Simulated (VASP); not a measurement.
Write the native input for VASP 6.6.1 that does the following.

```yaml
Task: single point
Functional: PBEsol
Potentials_or_basis: VASP PAW PBE potentials, release 64 (Ti_sv, Co)
Cutoff: 520 eV
k_mesh: 10 × 10 × 10
Occupations: gaussian, width 0.1 eV
Spin: collinear spin, ferrimagnetic start
Starting_moments: "[-0.31, -0.31, 0.82, 0.82, 0.82, 0.82] μB"
Dipole_correction: no
Further_INCAR_settings: ALGO = Normal; EDIFF = 1e-07; NBANDS = 43
```

The structure of TiCo2 lies in POSCAR:

```
TiCo2
1.0
    0.0000000000      3.3520000000      3.3520000000
    3.3520000000      0.0000000000      3.3520000000
    3.3520000000      3.3520000000      0.0000000000
Ti Co
2 4
Direct
    0.5000000000      0.5000000000      0.5000000000
    0.7500000000      0.7500000000      0.7500000000
    0.1250000000      0.1250000000      0.1250000000
    0.6250000000      0.1250000000      0.1250000000
    0.1250000000      0.1250000000      0.6250000000
    0.1250000000      0.6250000000      0.1250000000
```

These files were run (other wordings do the same):

INCAR

```
SYSTEM = TiCo2
PREC     = Accurate       ! precision mode
ENCUT    = 520            ! plane-wave cutoff, eV
EDIFF    = 1E-7           ! SCF threshold, eV
ISMEAR   = 0              ! smearing method
SIGMA    = 0.1            ! smearing width, eV
LREAL    = .False.        ! projectors in reciprocal space
LASPH    = .True.         ! aspherical terms in the spheres
NELM     = 150            ! most SCF steps
ALGO     = Normal         ! electronic algorithm
ISIF     = 2              ! what is computed and relaxed
LWAVE    = .False.        ! write WAVECAR
LCHARG   = .False.        ! write CHGCAR
ISPIN    = 2              ! spin polarisation
MAGMOM   = -0.31 -0.31 0.82 0.82 0.82 0.82 ! initial moments
LORBIT   = 11             ! projections on sites
LMAXMIX  = 4              ! l up to which the mixer works
GGA      = PS             ! functional
NBANDS   = 43             ! bands
```

KPOINTS

```
Automatic mesh
0
Gamma
  10 10 10
  0 0 0
```

Potentials or basis: VASP PAW PBE potentials, release 64 (Ti_sv, Co).

The run is started by

```sh
$ cat potpaw_PBE.64/Ti_sv/POTCAR potpaw_PBE.64/Co/POTCAR > POTCAR
$ mpirun -np 1 vasp_std > vasp.out
```

Results of the run:

The pressure is -14.0 GPa, the band gap on the k mesh is zero (filled and empty bands overlap) and the net moment is 0.00 μB per cell. The valence electrons inside the program's atomic spheres are Ti 10.17; Co 8.38.

Caveat: the cell stands under tension; the PAW data sets were made with another functional, which shifts forces and pressure a little.

Wall time 32 min on 1 thread of Intel(R) Xeon(R) Platinum 8259CL CPU @ 2.50GHz (Skylake/Cascade Lake), with other jobs on the host, peak memory 0.39 GiB.
